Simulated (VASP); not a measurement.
Here is a VASP 6.6.1 calculation.

File INCAR:

```
  PREC = Accurate
  ENCUT = 600
  EDIFF = 1E-6
  ISMEAR = 0
  SIGMA = 0.01
  LREAL = False
  LASPH = True
  NELM = 80
  ALGO = Normal
  ISIF = 3
  LWAVE = False
  LCHARG = False
  IBRION = 2
  NSW = 100
  EDIFFG = -0.002
  PSTRESS = 100.0
```

Contents of KPOINTS:

```
Automatic mesh
0
Gamma
  10 10 10
```

POSCAR

```
SiC
1.0
    2.1644853876      2.1644853876      0.0000000000
   -2.1644853876      2.1644853876      0.0000000000
    0.0000000000      2.1644853876      2.1644853876
Si C
1 1
Direct
    0.0000000000      0.0000000000      0.0000000000
    0.7500000000      0.2500000000      0.5000000000
```

Potentials or basis: VASP PAW LDA potentials, release 64 (Si, C).

Run with:

```bash
$ cat potpaw_LDA.64/Si/POTCAR potpaw_LDA.64/C/POTCAR > POTCAR
$ mpirun -np 1 vasp_std > vasp.out
```

Task: Predict the space group after relaxing (to 0.1 Å).

Result: F-43m (No. 216).

Task: Predict the band gap on the k mesh.

Result: 1.25 eV (least direct gap 4.56 eV).

Task: Predict the relaxed volume.

Result: 9.75 Å³/atom.

Step by step:
| step | energy change (eV) | largest force (eV/Å) | pressure (GPa) | volume (Å³) |
| --- | --- | --- | --- | --- |
| 1 | 0.0000 | 0.0000 | 0.26 | 20.28 |
| 2 | 0.1288 | 0.0000 | 24.97 | 18.52 |
| 3 | 0.0237 | 0.0000 | 9.87 | 19.51 |
| 4 | 0.0247 | 0.0000 | 10.07 | 19.49 |
| 5 | 0.0240 | 0.0000 | 9.94 | 19.50 |
| 6 | 0.0243 | 0.0000 | 9.99 | 19.50 |

Caveat: the cell is relaxed towards a set pressure, so the run minimises the enthalpy, not the energy. Zero-point motion and thermal expansion aren't in these numbers.
